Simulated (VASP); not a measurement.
**H: single point with PBE**

H:

```xyz
4
Lattice="3.8401 0.0000 0.0000 -1.9201 3.3257 0.0000 0.0000 0.0000 5.0467" Properties=species:S:1:pos:R:3 pbc="T T T"
H     0.0000    2.2171    0.8907
H     1.9201    1.1086    3.4140
H     1.9201    1.1086    4.1559
H     0.0000    2.2171    1.6326
```

| Property | Result |
| --- | --- |
| Program | VASP 6.6.1 |
| Task | single point |
| Functional | PBE |
| Potentials or basis | VASP PAW PBE potentials, release 64 (H) |
| Cutoff | 500 eV |
| k mesh | 9 × 9 × 6 |
| Occupations | gaussian, width 0.02 eV |
| Spin | no spin polarisation |

```json
{
  "Pressure": "0.2 GPa",
  "Largest force": "0.302 eV/Å",
  "Band gap on the k mesh": "9.40 eV"
}
```

Forces in eV/Å, atoms in the order of the input:
```
H    0.000  0.000 -0.302
H    0.000  0.000 -0.302
H    0.000  0.000  0.302
H    0.000  0.000  0.302
```

Stress tensor (GPa, compression positive):
```
-0.15  0.00  0.00
 0.00 -0.15  0.00
 0.00  0.00  0.92
```

Levels at points of the mesh, in eV from the valence-band top:
```
           k point  band 1  band 2  band 3  band 4  band 5  band 6
(0.00, 0.00, 0.00)   -1.40    0.00    9.40   11.98   15.08   16.66
(0.00, 0.00, 0.50)   -0.76   -0.76   10.42   10.42   17.20   17.20
```

Run time: 24 s on 1 thread of Intel Xeon 8259CL, with other jobs on the host, peak memory 0.17 GiB.

Caveat: this functional lacks dispersion, which holds the molecules together, so the pressure and a relaxed volume are unreliable. A k mesh can miss the band edges.
